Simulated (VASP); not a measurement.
A run of VASP 6.6.1 is set up as follows.

File INCAR:

```
SYSTEM = WC
PREC     = Accurate       ! precision mode
ENCUT    = 520            ! plane-wave cutoff, eV
EDIFF    = 1E-6           ! SCF threshold, eV
ISMEAR   = -1             ! smearing method
SIGMA    = 0.36           ! smearing width, eV
LREAL    = Auto         
LASPH    = .True.         ! aspherical terms in the spheres
NELM     = 100            ! most SCF steps
ALGO     = Normal         ! electronic algorithm
ISIF     = 2              ! what is computed and relaxed
LWAVE    = .False.        ! write WAVECAR
LCHARG   = .False.        ! write CHGCAR
NBANDS   = 86             ! bands
```

The input KPOINTS:

```
Automatic mesh
0
Gamma
  2 2 2
  0 0 0
```

File POSCAR:

```
WC
1.0
   -2.9015800000     -5.0256840000      0.0000000000
    4.3523700000     -2.5128420000      0.0000000000
    0.0000000000      0.0000000000      5.6773400000
W C
8 8
Direct
    0.7516359190      0.5569452390     -0.0346465070
    0.7552985426      0.5776758743      0.4843289287
    0.4830883088      0.0420045573     -0.0356681122
    0.4803952019      0.0547529530      0.4397834197
    0.2388775822      0.5473391313     -0.0367249451
    0.2748973052      0.5632877083      0.4714003389
    0.0151120498      0.0519139736     -0.0400539689
   -0.0044771747      0.0596937115      0.4635445473
    0.4934714829      0.7171832784      0.1875878492
    0.4787857099      0.7138030637      0.7271539136
    0.2578801994      0.2371719383      0.2256162217
    0.2571668182      0.2281722593      0.7297079266
   -0.0177952390      0.7215070617      0.2049022958
    0.0201584332      0.7275786081      0.7327199005
    0.7663504908      0.2269400941      0.2093938358
    0.7286382441      0.2114714871      0.7166031980
```

Potentials or basis: VASP PAW LDA potentials, release 64 (W_sv, C).

Command:

```bash
$ cat potpaw_LDA.64/W_sv/POTCAR potpaw_LDA.64/C/POTCAR > POTCAR
$ mpirun -np 1 vasp_std > vasp.out
```

Task: Estimate the band gap on the k mesh.

Result: Zero (band 72 reaches 11.58 eV, above the bottom of band 73 at 11.33 eV).

Task: What does it give for the pressure?

Result: 2.0 GPa.

Task: Estimate the largest force.

Result: 5.579 eV/Å.

Stress tensor (GPa, compression positive):
```
 4.39 -0.14 -2.83
-0.14  2.03 -2.20
-2.83 -2.20 -0.39
```

Caveat: the k points lie up to 0.63 Å⁻¹ apart; spin-orbit coupling is left out, which moves the levels of the heavy elements; forces of over 1 eV/Å act on the atoms, so gaps and moduli don't describe the material at rest.
